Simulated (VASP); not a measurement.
GaN, 2 atoms in the cell. It takes space group Fm-3m (No. 225, cubic). Conventional cell: a = 4.270 Å, b = 4.270 Å, c = 4.270 Å, α = 90.00°, β = 90.00°, γ = 90.00°. Within 2.8 Å of Ga (site symmetry m-3m) lie 6 N at 2.14 Å. Within 2.8 Å of N (site symmetry m-3m) lie 6 Ga at 2.14 Å. 

* Program: VASP 6.6.1
* Task: relaxation of cell and atoms
* Functional: LDA
* Potentials or basis: VASP PAW LDA potentials, release 64 (Ga_d, N)
* Cutoff: 600 eV
* k mesh: 8 × 8 × 8
* Occupations: gaussian, width 0.01 eV
* Spin: no spin polarisation
* Target pressure: 40 GPa
* Dipole correction: no
* Further INCAR settings: ALGO = Normal; EDIFF = 1e-07; IBRION = 2; EDIFFG = -0.01; NSW = 80; ISIF = 3

Potentials or basis: VASP PAW LDA potentials, release 64 (Ga_d, N).

Command:

```console
$ cat potpaw_LDA.64/Ga_d/POTCAR potpaw_LDA.64/N/POTCAR > POTCAR
$ mpirun -np 1 vasp_std > vasp.out
```

Hardware: 1 thread of Intel(R) Xeon(R) Platinum 8488C (Sapphire Rapids) (shared host).

Question: Estimate the wall time of this run.

Answer: It took 25 s on 1 thread of Intel(R) Xeon(R) Platinum 8488C (Sapphire Rapids), with other jobs on the host, peak memory 0.14 GiB. Counts: scf iterations 52, k points 29, ion steps 5.
